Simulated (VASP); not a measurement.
# BN (F-43m) in VASP: single point with PBE

Aim: the single point of BN with PBE.

Program: VASP 6.6.1. These are calculated values, not measurements. Logs are shortened: lines on timing, memory, paths and dates and some standing lists are left out, and cuts for length are marked.

### Step 1. The cell of the first run

It takes space group F-43m (No. 216, cubic). Conventional cell: a = 3.615 Å, b = 3.615 Å, c = 3.615 Å, α = 90.00°, β = 90.00°, γ = 90.00°. Within 2.1 Å of B (site symmetry -43m) lie 4 N at 1.57 Å. N (site symmetry -43m) has 4 B at 1.57 Å within 2.1 Å.

### Step 2. Single point, PBE

INCAR

```
  PREC = Accurate
  ENCUT = 520
  EDIFF = 1E-7
  ISMEAR = 0
  SIGMA = 0.01
  LREAL = Auto
  LASPH = T
  NELM = 80
  ALGO = Normal
  ISIF = 2
  LWAVE = F
  LCHARG = F
  GGA = PE
  NBANDS = 166
```

KPOINTS

```
regular mesh
0
Gamma
  2 2 2
```

POSCAR

```
BN
1.0
    7.2300000000      0.0000000000      0.0000000000
    0.0000000000      7.2300000000      0.0000000000
    0.0000000000      0.0000000000      7.2300000000
B N
32 32
Direct
    0.0000000000      0.0000000000      0.0000000000
    1.0000000000      0.2500000000      0.2500000000
    1.0000000000      0.5000000000      0.5000000000
    1.0000000000      0.7500000000      0.7500000000
    0.2500000000      0.0000000000      0.2500000000
    0.2500000000      0.2500000000      0.5000000000
    0.2500000000      0.5000000000      0.7500000000
    0.2500000000      0.7500000000      0.0000000000
    0.5000000000      0.0000000000      0.5000000000
    0.5000000000      0.2500000000      0.7500000000
    0.5000000000      0.5000000000      0.0000000000
    0.5000000000      0.7500000000      0.2500000000
    0.7500000000      0.0000000000      0.7500000000
    0.7500000000      0.2500000000      0.0000000000
    0.7500000000      0.5000000000      0.2500000000
    0.7500000000      0.7500000000      0.5000000000
    0.2500000000      0.2500000000      0.0000000000
    0.2500000000      0.5000000000      0.2500000000
    0.2500000000      0.7500000000      0.5000000000
    0.2500000000      0.0000000000      0.7500000000
    0.5000000000      0.2500000000      0.2500000000
    0.5000000000      0.5000000000      0.5000000000
    0.5000000000      0.7500000000      0.7500000000
    0.5000000000      0.0000000000      0.0000000000
    0.7500000000      0.2500000000      0.5000000000
    0.7500000000      0.5000000000      0.7500000000
    0.7500000000      0.7500000000      0.0000000000
    0.7500000000      0.0000000000      0.2500000000
    0.0000000000      0.2500000000      0.7500000000
    0.0000000000      0.5000000000      0.0000000000
    0.0000000000      0.7500000000      0.2500000000
    0.0000000000      0.0000000000      0.5000000000
    0.3750000000      0.3750000000      0.3750000000
    0.3750000000      0.6250000000      0.6250000000
    0.3750000000      0.8750000000      0.8750000000
    0.3750000000      0.1250000000      0.1250000000
    0.6250000000      0.3750000000      0.6250000000
    0.6250000000      0.6250000000      0.8750000000
    0.6250000000      0.8750000000      0.1250000000
    0.6250000000      0.1250000000      0.3750000000
    0.8750000000      0.3750000000      0.8750000000
    0.8750000000      0.6250000000      0.1250000000
    0.8750000000      0.8750000000      0.3750000000
    0.8750000000      0.1250000000      0.6250000000
    0.1250000000      0.3750000000      0.1250000000
    0.1250000000      0.6250000000      0.3750000000
    0.1250000000      0.8750000000      0.6250000000
    0.1250000000      0.1250000000      0.8750000000
    0.6250000000      0.6250000000      0.3750000000
    0.6250000000      0.8750000000      0.6250000000
    0.6250000000      0.1250000000      0.8750000000
    0.6250000000      0.3750000000      0.1250000000
    0.8750000000      0.6250000000      0.6250000000
    0.8750000000      0.8750000000      0.8750000000
    0.8750000000      0.1250000000      0.1250000000
    0.8750000000      0.3750000000      0.3750000000
    0.1250000000      0.6250000000      0.8750000000
    0.1250000000      0.8750000000      0.1250000000
    0.1250000000      0.1250000000      0.3750000000
    0.1250000000      0.3750000000      0.6250000000
    0.3750000000      0.6250000000      0.1250000000
    0.3750000000      0.8750000000      0.3750000000
    0.3750000000      0.1250000000      0.6250000000
    0.3750000000      0.3750000000      0.8750000000
```

Potentials or basis: VASP PAW PBE potentials, release 64 (B, N).

Launch:

```
> cat potpaw_PBE.64/B/POTCAR potpaw_PBE.64/N/POTCAR > POTCAR
> mpirun -np 1 vasp_std > vasp.out
```

OUTCAR:

```text
PREC = Accurate
   ENCUT = 520
   EDIFF = 1E-7
   ISMEAR = 0
   LREAL = Auto
   LASPH = T
   NELM = 80
   ISIF = 2
   GGA = PE

 ion  position               nearest neighbor table
   1  0.000  0.000  0.000-  48 1.57  54 1.57  55 1.57  58 1.57
   2  0.000  0.250  0.250-  45 1.57  55 1.57  56 1.57  59 1.57
   3  0.000  0.500  0.500-  46 1.57  53 1.57  56 1.57  60 1.57
   4  0.000  0.750  0.750-  47 1.57  53 1.57  54 1.57  57 1.57
   5  0.250  0.000  0.250-  36 1.57  58 1.57  59 1.57  62 1.57
   6  0.250  0.250  0.500-  33 1.57  59 1.57  60 1.57  63 1.57
[... 56 lines left out ...]
  63  0.375  0.125  0.625-   6 1.57   9 1.57  10 1.57  20 1.57
  64  0.375  0.375  0.875-   7 1.57  10 1.57  11 1.57  17 1.57

  LATTYP: Found a simple cubic cell.
 ALAT       =     7.2300000000

  Lattice vectors:

 A1 = (   7.2300000000,   0.0000000000,   0.0000000000)
 A2 = (   0.0000000000,   7.2300000000,   0.0000000000)
 A3 = (   0.0000000000,   0.0000000000,   7.2300000000)

Analysis of symmetry for initial positions (statically):
=====================================================================
 Subroutine PRICEL returns following result:

  LATTYP: Found a face centered cubic cell.
 ALAT       =     3.6150000000

  Lattice vectors:

 A1 = (   1.8075000000,  -1.8075000000,   0.0000000000)
 A2 = (   1.8075000000,   0.0000000000,   1.8075000000)
 A3 = (   0.0000000000,  -1.8075000000,   1.8075000000)

  32 primitive cells build up your supercell.

 Routine SETGRP: Setting up the symmetry group for a
 simple cubic supercell.

 Subroutine GETGRP returns: Found 24 space group operations
 (whereof 24 operations were pure point group operations)
 out of a pool of 48 trial point group operations.

The static configuration has the point symmetry T_d .

Analysis of symmetry for dynamics (positions and initial velocities):
=====================================================================
 Subroutine PRICEL returns following result:

  LATTYP: Found a face centered cubic cell.
 ALAT       =     3.6150000000

  Lattice vectors:

 A1 = (   1.8075000000,  -1.8075000000,   0.0000000000)
 A2 = (   1.8075000000,   0.0000000000,   1.8075000000)
 A3 = (   0.0000000000,  -1.8075000000,   1.8075000000)

  32 primitive cells build up your supercell.

 Routine SETGRP: Setting up the symmetry group for a
 simple cubic supercell.

 Subroutine GETGRP returns: Found 24 space group operations
 (whereof 24 operations were pure point group operations)
 out of a pool of 48 trial point group operations.

The dynamic configuration has the point symmetry T_d .

 Subroutine INISYM returns: Found 24 space group operations
 (whereof 24 operations are pure point group operations),
 and found    32 'primitive' translations

----------------------------------------------------------------------------------------

                                     Primitive cell

  volume of cell :      11.8104

  direct lattice vectors                    reciprocal lattice vectors
     1.807500000 -1.807500000  0.000000000     0.276625173 -0.276625173 -0.276625173
     1.807500000  0.000000000  1.807500000     0.276625173  0.276625173  0.276625173
     0.000000000 -1.807500000  1.807500000    -0.276625173 -0.276625173  0.276625173

  length of vectors
     2.556191014  2.556191014  2.556191014     0.479128854  0.479128854  0.479128854

  position of ions in fractional coordinates (direct lattice)
     0.000000000  0.000000000  0.000000000
     0.250000000  0.250000000  0.250000000

  ion indices of the primitive-cell ions
   primitive index   ion index
                 1           1
                 2          48

----------------------------------------------------------------------------------------

 KPOINTS: regular mesh

Automatic generation of k-mesh.
 Grid dimensions read from file:
 generate k-points for:    2    2    2

 Generating k-lattice:

  Cartesian coordinates                     Fractional coordinates (reciprocal lattice)
     0.069156293  0.000000000  0.000000000     0.500000000  0.000000000  0.000000000
     0.000000000  0.069156293  0.000000000     0.000000000  0.500000000  0.000000000
     0.000000000  0.000000000  0.069156293     0.000000000  0.000000000  0.500000000

  Length of vectors
     0.069156293  0.069156293  0.069156293

  Shift w.r.t. Gamma in fractional coordinates (k-lattice)
     0.000000000  0.000000000  0.000000000

 Subroutine IBZKPT returns following result:
 ===========================================

 Found      4 irreducible k-points:

 Following reciprocal coordinates:
            Coordinates               Weight
  0.000000  0.000000  0.000000      1.000000
  0.500000  0.000000  0.000000      3.000000
  0.500000  0.500000  0.000000      3.000000
  0.500000  0.500000  0.500000      1.000000
   k-points           NKPTS =      4   k-points in BZ     NKDIM =      4   number of bands    NBANDS=    166
   number of dos      NEDOS =    301   number of ions     NIONS =     64
   total plane-waves  NPLWV = 157464
   dimension x,y,z NGX =    54 NGY =   54 NGZ =   54
   dimension x,y,z NGXF=   108 NGYF=  108 NGZF=  108
   ions per type =              32  32
   NGX,Y,Z   is equivalent  to a cutoff of  12.42, 12.42, 12.42 a.u.
   NGXF,Y,Z  is equivalent  to a cutoff of  24.83, 24.83, 24.83 a.u.
 SYSTEM =  unknown system
   PREC   = accura    normal or accurate (medium, high low for compatibility)
   ISTART =      0    job   : 0-new  1-cont  2-samecut
   ICHARG =      2    charge: 1-file 2-atom 10-const
   ISPIN  =      1    spin polarized calculation?
   LNONCOLLINEAR =      F non collinear calculations
   LSORBIT =      F    spin-orbit coupling
   LASPH  =      T    aspherical Exc in radial PAW
   ENCUT  =  520.0 eV  38.22 Ry    6.18 a.u.  13.44 13.44 13.44*2*pi/ulx,y,z
   NELM   =     80;   NELMIN=  2; NELMDL= -5     # of ELM steps
   EDIFF  = 0.1E-06   stopping-criterion for ELM
   LREAL  =      T    real-space projection
   EDIFFG = 0.1E-05   stopping-criterion for IOM
   NSW    =      0    number of steps for IOM
   IBRION =     -1    ionic relax: 0-MD 1-quasi-New 2-CG
   NFREE  =      0    steps in history (QN), initial steepest desc. (CG)
   ISIF   =      2    stress and relaxation
   ISYM   =      2    0-nonsym 1-usesym 2-fastsym
   POTIM  = 0.5000    time-step for ionic-motion
   TEBEG  =    0.0;   TEEND  =   0.0 temperature during run
   PSTRESS=    0.0 pullay stress
   NELECT =     256.0000    total number of electrons
   NUPDOWN=      -1.0000    fix difference up-down
   EMIN   =  10.00;   EMAX   =-10.00  energy-range for DOS
   EFERMI =   0.00;   METHOD = LEGACY
   ISMEAR =     0;   SIGMA  =   0.01  broadening in eV -4-tet -1-fermi 0-gaus
   EFERMI_NEDOS =   21; number of points for ismear=-14 and -15
   IALGO  =     38    algorithm
   IMIX   =      4    mixing-type and parameters
     AMIX     =   0.40;   BMIX     =  1.00
     AMIX_MAG =   1.60;   BMIX_MAG =  1.00
  volume/ion in A,a.u.               =       5.91        39.85
  Fermi-wavevector in a.u.,A,eV,Ry     =   1.437749  2.716952 28.124920  2.067123
  Thomas-Fermi vector in A             =   2.556793
   LORBIT       =      0    0 simple, 1 ext, 2 COOP (PROOUT), +10 PAW based schemes
   GGA     = PE    functional components
   LHFCALC =     F    Hartree Fock is set to
   AEXX    =    0.0000 exact exchange contribution
   IVDW    =     0    specifies the selected vdW correction
   LEPSILON=     F    determine dielectric tensor
   LRPA    =     F    only Hartree local field effects (RPA)
 non-spin polarized calculation
 Gauss-broadening in eV      SIGMA  =   0.01
  energy-cutoff  :      520.00
  volume of cell :      377.93
 maximum number of plane-waves:     10192
 NGX is ok and might be reduce to    54
   NGX = 27   NGY = 27   NGZ = 27

 number of electron     256.0000068 magnetization

 Free energy of the ion-electron system (eV)
  ---------------------------------------------------
  ext. energy  EPLUGINS =         0.00000000
  ---------------------------------------------------
  free energy    TOTEN  =      -558.39933719 eV

  energy without entropy =     -558.39933719  energy(sigma->0) =     -558.39933719

 E-fermi :   7.4508     XC(G=0): -12.8219

 val. band max:        7.4032985525   @ k =   0.0000   0.0000   0.0000
 cond. band min:      11.8624606086   @ k =   0.0000   0.0000   0.0000
 fundamental gap:      4.4591620560
 Fermi energy:         7.4507911157

 k-point     1 :       0.0000    0.0000    0.0000
  band No.  band energies     occupation
      1     -12.8276      2.00000
      2     -10.8639      2.00000
      3     -10.8639      2.00000
      4     -10.8639      2.00000
      5     -10.8639      2.00000
      6     -10.8639      2.00000
[... 132 lines left out ...]
    139      16.2228      0.00000
    140      16.2228      0.00000

 k-point     2 :       0.5000    0.0000    0.0000
  band No.  band energies     occupation
      1     -12.3229      2.00000
      2     -12.3229      2.00000
      3     -10.4115      2.00000
      4     -10.4115      2.00000
      5     -10.4115      2.00000
      6     -10.4115      2.00000
[... 132 lines left out ...]
    139      15.9724      0.00000
    140      15.9724      0.00000

 k-point     3 :       0.5000    0.5000    0.0000
  band No.  band energies     occupation
      1     -11.8286      2.00000
      2     -11.8286      2.00000
      3     -11.8286      2.00000
      4     -11.8286      2.00000
      5      -9.9931      2.00000
      6      -9.9931      2.00000
[... 132 lines left out ...]
    139      14.5587      0.00000
    140      14.5587      0.00000

 k-point     4 :       0.5000    0.5000    0.5000
  band No.  band energies     occupation
      1     -11.3486      2.00000
      2     -11.3486      2.00000
      3     -11.3486      2.00000
      4     -11.3486      2.00000
      5     -11.3486      2.00000
      6     -11.3486      2.00000
[... 132 lines left out ...]
    139      14.9497      0.00000
    140      14.9497      0.00000
 [bands above 140 left out]

------------------------ aborting loop because EDIFF is reached ----------------------------------------

  FORCE on cell =-STRESS in cart. coord.  units (eV):
  Direction    XX          YY          ZZ          XY          YZ          ZX
  --------------------------------------------------------------------------------------
  -------------------------------------------------------------------------------------
  Total        7.7234538      7.7234538      7.7234538     -0.0000000     -0.0000000      0.0000000
  in kB       32.7421538     32.7421538     32.7421538     -0.0000000     -0.0000000      0.0000000
  external PRESSURE =      32.7421538 kB  Pullay stress =       0.0000000 kB

 VOLUME and BASIS-vectors are now :
 -----------------------------------------------------------------------------
  energy-cutoff  :      520.00
  volume of cell :      377.93
      direct lattice vectors                 reciprocal lattice vectors
     7.230000000  0.000000000  0.000000000     0.138312586  0.000000000  0.000000000
     0.000000000  7.230000000  0.000000000     0.000000000  0.138312586  0.000000000
     0.000000000  0.000000000  7.230000000     0.000000000  0.000000000  0.138312586

 POSITION                                       TOTAL-FORCE (eV/Angst)
 -----------------------------------------------------------------------------------
      0.00000      0.00000      0.00000         0.000000     -0.000000      0.000000
      0.00000      1.80750      1.80750         0.000000     -0.000000      0.000000
      0.00000      3.61500      3.61500         0.000000     -0.000000      0.000000
      0.00000      5.42250      5.42250         0.000000     -0.000000      0.000000
      1.80750      0.00000      1.80750         0.000000     -0.000000      0.000000
      1.80750      1.80750      3.61500         0.000000     -0.000000      0.000000
[... 56 lines left out ...]
      2.71125      0.90375      4.51875        -0.000000      0.000000     -0.000000
      2.71125      2.71125      6.32625         0.000000     -0.000000      0.000000
 -----------------------------------------------------------------------------------
    total drift:                                0.000000      0.000000      0.000000

  FREE ENERGIE OF THE ION-ELECTRON SYSTEM (eV)
  ---------------------------------------------------
  free  energy   TOTEN  =      -558.3993371941 eV

  energy  without entropy=     -558.3993371941  energy(sigma->0) =     -558.39933719
```

Wall time 10 min (1 thread of AMD EPYC 7R13 (Zen 3), shared host); peak memory 0.44 GiB.

Results:

```
Free energy            : -558.3993 eV
Pressure               : 3.3 GPa
Band gap on the k mesh : 4.46 eV
```

Caveat: the k points lie up to 0.43 Å⁻¹ apart.
